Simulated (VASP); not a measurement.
Write the native input for VASP 6.6.1 that does the following.

```yaml
Task: single point
Functional: LDA
Potentials_or_basis: VASP PAW LDA potentials, release 64 (Mo_sv, S)
Cutoff: 520 eV
k_mesh: 8 × 8 × 2
Occupations: gaussian, width 0.01 eV
Spin: no spin polarisation
Dipole_correction: no
Further_INCAR_settings: ALGO = Normal; EDIFF = 1e-06; NBANDS = 35
```

The structure of MoS2 lies in POSCAR:

```
MoS2
1.0
    3.1221912629      0.0000000000      0.0000000000
   -1.5610956314      2.7038969491      0.0000000000
    0.0000000000      0.0000000000     12.0749351227
Mo S
2 4
Direct
    0.3333333333      0.6666666667      0.2500000000
    0.6666666667      0.3333333333      0.7500000000
    0.3333333333      0.6666666667      0.6212830816
    0.6666666667      0.3333333333      0.1212830816
    0.3333333333      0.6666666667      0.8787169184
    0.6666666667      0.3333333333      0.3787169184
```

These files were run (other wordings do the same):

INCAR

```
SYSTEM = MoS2
ALGO = Normal
EDIFF = 1E-6
ENCUT = 520
GGA = CA
ISIF = 2
ISMEAR = 0
LASPH = .TRUE.
LCHARG = .FALSE.
LREAL = .FALSE.
LWAVE = .FALSE.
NBANDS = 35
NELM = 100
PREC = Accurate
SIGMA = 0.01
```

KPOINTS

```
k-points
0
G
  8 8 2
  0 0 0
```

Potentials or basis: VASP PAW LDA potentials, release 64 (Mo_sv, S).

Launch:

```sh
$ cat potpaw_LDA.64/Mo_sv/POTCAR potpaw_LDA.64/S/POTCAR > POTCAR
$ mpirun -np 1 vasp_std > vasp.out
```

It gave:

```
Pressure               : 0.1 GPa
Largest force          : 0.014 eV/Å
Band gap on the k mesh : 0.84 eV (least direct gap 2.05 eV)
```

Wall time 69 s on 1 thread of AMD EPYC 7R43 64-Core Processor (Zen 3), on a shared host, peak memory 0.17 GiB.
